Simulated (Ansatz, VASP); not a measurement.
## One calculation of As2O, two programs

```
As O
1.0
     1.47012    0.84878    5.89832
    -1.47012    0.84878    5.89832
     0.00000   -1.69755    5.89832
As O
2 1
Direct
  0.75938 0.75938 0.75938
  0.24062 0.24062 0.24062
  0.00000 0.00000 0.00000
```

Alike in both runs: functional PBE; k mesh 18 × 18 × 18; occupations gaussian, width 0.1 eV; no spin polarisation.

Ansatz relaxed the structure, and its values are those at the end. VASP's run is a single point on that final structure, the one shown.

```csv
,VASP,Ansatz
version,VASP 6.6.1,Ansatz 0.2.0
potentials or method,"VASP PAW PBE potentials, release 64 (As, O), cutoff 520 eV","scalar-relativistic, plane waves, PAW"
valence electrons in the cell,16,36
```

Ansatz gave:

| Property | Result |
| --- | --- |
| gap on the k mesh at the Fermi level (eV) | none |
| pressure (GPa) | 0.0 |

Problem. What did VASP give for the same quantities?

Solution. gap on the k mesh at the Fermi level (eV): none; pressure (GPa): -0.1.

A gap of «none» marks a metal or a gap that the smearing closes. VASP's potentials hold 16 valence electrons a cell and Ansatz's 36, so a difference there can come from the potentials and not from the codes.
